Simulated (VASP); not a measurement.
# Ir in VASP: single point with PBEsol+D4

Aim: the single point of Ir with PBEsol+D4.

Program: VASP 6.6.1. These are calculated values, not measurements. Logs are shortened: lines on timing, memory, paths and dates and some standing lists are left out, and cuts for length are marked.

### Step 1. The cell of the first run

The cell holds a slab with vacuum, 12 atoms: a = 5.413 Å, b = 5.413 Å, c = 32.422 Å, α = 90.00°, β = 90.00°, γ = 120.00°.

### Step 2. Single point, PBEsol+D4

Input file INCAR:

```
SYSTEM = Ir
PREC = Accurate
ENCUT = 400
EDIFF = 1E-6
ISMEAR = 1
SIGMA = 0.1
LREAL = .FALSE.
LASPH = .TRUE.
NELM = 120
ALGO = Normal
ISIF = 2
LWAVE = .FALSE.
LCHARG = .FALSE.
LDIPOL = .TRUE.
IDIPOL = 3
DIPOL = 0.5 0.5 0.406
GGA = PS
IVDW = 13
NBANDS = 66
GGA_COMPAT = .FALSE.
NELMDL = -8
```

Input file KPOINTS:

```
Automatic mesh
0
G
  9 9 1
  0 0 0
```

Input file POSCAR:

```
Ir
1.0
    0.0000000284      5.4129548256      0.0000000000
   -4.6877564027     -2.7064773882      0.0000000000
    0.0000000000      0.0000000000     32.4220952091
Ir
12
Direct
    0.0000000000      0.0000000000      0.3392748041
    1.0000000000      0.5000000000      0.3392748041
    0.5000000000      0.0000000000      0.3392748041
    0.5000000000      0.5000000000      0.3392748041
    0.3331506133      0.1659442918      0.4053405501
    0.3327936786      0.6668493867      0.4053405501
    0.8333333333      0.1666666667      0.4058761428
    0.8340557082      0.6672063214      0.4053405501
    0.6696850905      0.3345638040      0.4715511401
    0.6654361960      0.8351212865      0.4715511401
    0.1648787135      0.3303149095      0.4715511401
    0.1666666667      0.8333333333      0.4738881415
```

Potentials or basis: VASP PAW PBE potentials, release 64 (Ir).

Run with:

```bash
$ cat potpaw_PBE.64/Ir/POTCAR > POTCAR
$ mpirun -np 1 vasp_std > vasp.out
```

OUTCAR:

```text
SYSTEM = Ir
   PREC = Accurate
   ENCUT = 400
   EDIFF = 1E-6
   ISMEAR = 1
   LREAL = .FALSE.
   LASPH = .TRUE.
   NELM = 120
   ISIF = 2
   GGA = PS
   IVDW = 13
   NELMDL = -8

 ion  position               nearest neighbor table
   1  0.000  0.000  0.339-   8 2.65   5 2.65   7 2.67   2 2.71   2 2.71   4 2.71   4 2.71   3 2.71
                             3 2.71
   2  0.000  0.500  0.339-   6 2.65   8 2.65   7 2.67   1 2.71   1 2.71   3 2.71   3 2.71   4 2.71
                             4 2.71
   3  0.500  0.000  0.339-   5 2.65   6 2.65   7 2.67   4 2.71   4 2.71   2 2.71   2 2.71   1 2.71
                             1 2.71
   4  0.500  0.500  0.339-   6 2.65   5 2.65   8 2.65   3 2.71   3 2.71   1 2.71   1 2.71   2 2.71
                             2 2.71
   5  0.333  0.166  0.405-   3 2.65   1 2.65  11 2.65   4 2.65   9 2.66   6 2.70   8 2.70   7 2.71
                             7 2.71   6 2.71   8 2.71  12 2.71
   6  0.333  0.667  0.405-   2 2.65   3 2.65  10 2.65   4 2.65  11 2.66   5 2.70   8 2.70   7 2.71
                             7 2.71   5 2.71   8 2.71  12 2.71
   7  0.833  0.167  0.406-   9 2.64  10 2.64  11 2.64   2 2.67   3 2.67   1 2.67   5 2.71   6 2.71
                             8 2.71   8 2.71   6 2.71   5 2.71
   8  0.834  0.667  0.405-   1 2.65   2 2.65   9 2.65   4 2.65  10 2.66   5 2.70   6 2.70   7 2.71
                             7 2.71   5 2.71   6 2.71  12 2.71
   9  0.670  0.335  0.472-   7 2.64   8 2.65   5 2.66  10 2.69  11 2.69  12 2.70  12 2.72  10 2.72
                            11 2.72
  10  0.665  0.835  0.472-   7 2.64   6 2.65   8 2.66   9 2.69  11 2.69  12 2.70  12 2.72   9 2.72
                            11 2.72
  11  0.165  0.330  0.472-   7 2.64   5 2.65   6 2.66  10 2.69   9 2.69  12 2.70  12 2.72  10 2.72
                             9 2.72
  12  0.167  0.833  0.474-  10 2.70   9 2.70  11 2.70   5 2.71   6 2.71   8 2.71  11 2.72   9 2.72
                            10 2.72

  LATTYP: Found a hexagonal cell.
 ALAT       =     5.4129548256
 C/A-ratio  =     5.9897221118

  Lattice vectors:

 A1 = (   0.0000000284,   5.4129548256,   0.0000000000)
 A2 = (  -4.6877564027,  -2.7064773882,   0.0000000000)
 A3 = (   0.0000000000,   0.0000000000,  32.4220952091)

Analysis of symmetry for initial positions (statically):
=====================================================================
 Subroutine PRICEL returns:
 Original cell was already a primitive cell.

 Routine SETGRP: Setting up the symmetry group for a
 hexagonal supercell.

 Subroutine GETGRP returns: Found  3 space group operations
 (whereof  1 operations were pure point group operations)
 out of a pool of 24 trial point group operations.

The static configuration has the point symmetry C_1 .
 The point group associated with its full space group is C_3 .

Analysis of symmetry for dynamics (positions and initial velocities):
=====================================================================
 Subroutine PRICEL returns:
 Original cell was already a primitive cell.

 Routine SETGRP: Setting up the symmetry group for a
 hexagonal supercell.

 Subroutine GETGRP returns: Found  3 space group operations
 (whereof  1 operations were pure point group operations)
 out of a pool of 24 trial point group operations.

The dynamic configuration has the point symmetry C_1 .
 The point group associated with its full space group is C_3 .

 Subroutine INISYM returns: Found  3 space group operations
 (whereof  1 operations are pure point group operations),
 and found     1 'primitive' translations

----------------------------------------------------------------------------------------

                                     Primitive cell

  volume of cell :     822.6981

  direct lattice vectors                    reciprocal lattice vectors
     0.000000028  5.412954826  0.000000000    -0.106660832  0.184741982  0.000000000
    -4.687756403 -2.706477388  0.000000000    -0.213321665  0.000000001  0.000000000
     0.000000000  0.000000000 32.422095209     0.000000000  0.000000000  0.030843164

  length of vectors
     5.412954826  5.412954826 32.422095209     0.213321665  0.213321665  0.030843164

  position of ions in fractional coordinates (direct lattice)
     0.000000000  0.000000000  0.339274804
     0.000000000  0.500000000  0.339274804
     0.500000000  1.000000000  0.339274804
     0.500000000  0.500000000  0.339274804
     0.333150613  0.165944292  0.405340550
     0.332793679  0.666849387  0.405340550
[... 42 lines left out ...]

 Subroutine IBZKPT returns following result:
 ===========================================

 Found     15 irreducible k-points:

 Following reciprocal coordinates:
            Coordinates               Weight
  0.000000  0.000000  0.000000      1.000000
  0.111111  0.000000  0.000000      6.000000
  0.222222  0.000000  0.000000      6.000000
  0.333333  0.000000  0.000000      6.000000
  0.444444  0.000000  0.000000      6.000000
  0.111111  0.111111  0.000000      6.000000
  0.222222  0.111111  0.000000      6.000000
 -0.222222  0.333333  0.000000      6.000000
  0.333333  0.111111  0.000000      6.000000
 -0.333333  0.444444  0.000000      6.000000
  0.444444  0.111111  0.000000      6.000000
  0.222222  0.222222  0.000000      6.000000
  0.333333  0.222222  0.000000      6.000000
 -0.333333 -0.444444  0.000000      6.000000
  0.333333  0.333333  0.000000      2.000000
   k-points           NKPTS =     15   k-points in BZ     NKDIM =     15   number of bands    NBANDS=     66
   number of dos      NEDOS =    301   number of ions     NIONS =     12
   total plane-waves  NPLWV = 279936
   dimension x,y,z NGX =    36 NGY =   36 NGZ =  216
   dimension x,y,z NGXF=    72 NGYF=   72 NGZF=  432
   ions per type =              12
   NGX,Y,Z   is equivalent  to a cutoff of  11.06, 11.06, 11.08 a.u.
   NGXF,Y,Z  is equivalent  to a cutoff of  22.11, 22.11, 22.15 a.u.
 SYSTEM =  Ir
   PREC   = accura    normal or accurate (medium, high low for compatibility)
   ISTART =      0    job   : 0-new  1-cont  2-samecut
   ICHARG =      2    charge: 1-file 2-atom 10-const
   ISPIN  =      1    spin polarized calculation?
   LNONCOLLINEAR =      F non collinear calculations
   LSORBIT =      F    spin-orbit coupling
   LASPH  =      T    aspherical Exc in radial PAW
   ENCUT  =  400.0 eV  29.40 Ry    5.42 a.u.   8.83  8.83 52.87*2*pi/ulx,y,z
   NELM   =    120;   NELMIN=  2; NELMDL= -8     # of ELM steps
   EDIFF  = 0.1E-05   stopping-criterion for ELM
   LREAL  =      F    real-space projection
[... 7 lines left out ...]
   TEBEG  =    0.0;   TEEND  =   0.0 temperature during run
   PSTRESS=    0.0 pullay stress
   NELECT =     108.0000    total number of electrons
   NUPDOWN=      -1.0000    fix difference up-down
   EMIN   =  10.00;   EMAX   =-10.00  energy-range for DOS
   EFERMI =   0.00;   METHOD = LEGACY
   ISMEAR =     1;   SIGMA  =   0.10  broadening in eV -4-tet -1-fermi 0-gaus
   EFERMI_NEDOS =   21; number of points for ismear=-14 and -15
   IALGO  =     38    algorithm
   IMIX   =      4    mixing-type and parameters
     AMIX     =   0.40;   BMIX     =  1.00
     AMIX_MAG =   1.60;   BMIX_MAG =  1.00
  volume/ion in A,a.u.               =      68.56       462.65
  Fermi-wavevector in a.u.,A,eV,Ry     =   0.832024  1.572298  9.418825  0.692264
  Thomas-Fermi vector in A             =   1.945010
   LORBIT       =      0    0 simple, 1 ext, 2 COOP (PROOUT), +10 PAW based schemes
   GGA     = PS    functional components
   LHFCALC =     F    Hartree Fock is set to
   AEXX    =    0.0000 exact exchange contribution
   IVDW    =    13    specifies the selected vdW correction
   LEPSILON=     F    determine dielectric tensor
   LRPA    =     F    only Hartree local field effects (RPA)
 non-spin polarized calculation
 Methfessel and Paxton  Order N= 1 SIGMA  =   0.10
  energy-cutoff  :      400.00
  volume of cell :      822.70
 maximum number of plane-waves:     15003
   NGX = 17   NGY = 17   NGZ =105

 dipolmoment           0.000000      0.000000      0.000127 electrons x Angstroem

 number of electron     107.9999984 magnetization

 dipolmoment           0.000000      0.000000     -0.000502 electrons x Angstroem

 Free energy of the ion-electron system (eV)
  ---------------------------------------------------
  ext. energy  EPLUGINS =         0.00000000
  ---------------------------------------------------
  free energy    TOTEN  =      -109.23236811 eV

  energy without entropy =     -109.22446029  energy(sigma->0) =     -109.22973217

 E-fermi :  -2.2404     XC(G=0):  -3.4977

 val. band max:       -2.2411994493   @ k =   0.1111   0.0000   0.0000
 cond. band min:      -2.2271471428   @ k =   0.1111   0.0000   0.0000
 fundamental gap:      0.0140523065
 Fermi energy:        -2.2404008231

 k-point     1 :       0.0000    0.0000    0.0000
  band No.  band energies     occupation
      1     -12.7146      2.00000
      2     -10.5371      2.00000
      3     -10.2468      2.00000
      4     -10.0078      2.00000
      5     -10.0078      2.00000
      6      -9.9927      2.00000
[... 1024 lines left out ...]
     65      -1.7582     -0.00000
     66      -1.7318     -0.00000

------------------------ aborting loop because EDIFF is reached ----------------------------------------

 vacuum level on the upper side and lower side of the slab       (xc-potential included)        -0.006        -0.003

  DFT-D4 for vdW energy calculation

  Edisp (eV):   -4.24197

  FORCE on cell =-STRESS in cart. coord.  units (eV):
  Direction    XX          YY          ZZ          XY          YZ          ZX
  --------------------------------------------------------------------------------------
  -------------------------------------------------------------------------------------
  Total     -16.55572   -16.55572    -1.19053    -0.00000     0.00000     0.00000
  in kB     -32.24172   -32.24172    -2.31852    -0.00000     0.00000     0.00000
  external pressure =      -22.27 kB  Pullay stress =        0.00 kB

 VOLUME and BASIS-vectors are now :
 -----------------------------------------------------------------------------
  energy-cutoff  :      400.00
  volume of cell :      822.70
      direct lattice vectors                 reciprocal lattice vectors
     0.000000028  5.412954826  0.000000000    -0.106660832  0.184741982  0.000000000
    -4.687756403 -2.706477388  0.000000000    -0.213321665  0.000000001  0.000000000
     0.000000000  0.000000000 32.422095209     0.000000000  0.000000000  0.030843164

 POSITION                                       TOTAL-FORCE (eV/Angst)
 -----------------------------------------------------------------------------------
      0.00000      0.00000     11.00000        -0.020600     -0.037423     -0.025785
     -2.34388     -1.35324     11.00000         0.042710      0.000871     -0.025785
      0.00000      2.70648     11.00000        -0.022109      0.036552     -0.025785
     -2.34388      1.35324     11.00000         0.000000     -0.000000      0.084817
     -0.77791      1.35420     13.14199         0.006933      0.006075      0.268575
     -3.12603     -0.00342     13.14199         0.001794     -0.009041      0.268575
     -0.78129      4.05972     13.15935         0.000000     -0.000000     -0.292121
     -3.12770      2.70893     13.14199        -0.008727      0.002967      0.268575
     -1.56835      2.71949     15.28868         0.007761     -0.175940      0.124581
     -3.91485      1.34174     15.28868         0.148488      0.094691      0.124581
     -1.54844     -0.00151     15.28868        -0.156249      0.081249      0.124581
     -3.90646     -1.35324     15.36445         0.000000     -0.000000     -0.894807
 -----------------------------------------------------------------------------------
    total drift:                                0.000000      0.000000     -0.000256

  FREE ENERGIE OF THE ION-ELECTRON SYSTEM (eV)
  ---------------------------------------------------
  free  energy   TOTEN  =      -113.4743390745 eV

  energy  without entropy=     -113.4664312562  energy(sigma->0) =     -113.47170314

 vacuum level on the upper side and lower side of the slab         3.233         3.237
```

Run time: 50 min. Hardware: 1 thread of Intel Xeon Platinum 8259CL at 2.50GHz (Skylake/Cascade Lake), shared host; peak memory 0.78 GiB.

What came out:

```yaml
Free_energy: -113.4743 eV
Largest_force: 0.895 eV/Å
Band_gap_on_the_k_mesh: zero (bands 54 and 55 overlap by 1.14 eV)
Dispersion_energy_per_atom: -0.353 eV
```

Forces on the atoms (eV/Å):
```
Ir  -0.021 -0.037 -0.026
Ir   0.043  0.001 -0.026
Ir  -0.022  0.037 -0.026
Ir   0.000  0.000  0.085
Ir   0.007  0.006  0.269
Ir   0.002 -0.009  0.269
Ir   0.000  0.000 -0.292
Ir  -0.009  0.003  0.269
Ir   0.008 -0.176  0.125
Ir   0.148  0.095  0.125
Ir  -0.156  0.081  0.125
Ir   0.000  0.000 -0.895
```

Caveat: the PAW data sets were made with another functional, which shifts forces and pressure a little; spin-orbit coupling is left out, which moves the levels of the heavy elements.
